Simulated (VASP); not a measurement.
Crystal: AgCl.

```
Ag Cl
1.0
     3.39559    0.00000    0.00000
     0.00000    3.39559    0.00000
     0.00000    0.00000    3.39559
Ag Cl
1 1
Direct
  0.00000 0.00000 0.00000
  0.50000 0.50000 0.50000
```

Base run:

- Program: VASP 6.6.1
- Functional: PBE
- Potentials or basis: VASP PAW PBE potentials, release 64 (Ag, Cl)
- Cutoff: 520 eV
- k mesh: 10 × 10 × 10
- Occupations: gaussian, width 0.01 eV
- Spin: no spin polarisation

Its results: band gap on the k mesh 0.58 eV, indirect (least direct gap 2.20 eV); pressure 1.5 GPa.

Q: The run is repeated on the same cell with these changes: functional from PBE to r2SCAN; k mesh from 10 × 10 × 10 to 8 × 8 × 8. What comes out?

A: Band gap on the k mesh 1.19 eV, indirect (least direct gap 2.86 eV); pressure -0.1 GPa.

Several settings changed at once, so the effect can't be laid on one alone.

Caveats: the PAW data sets were made with another functional, which shifts forces and pressure a little (some runs).

A k mesh can miss the band edges.
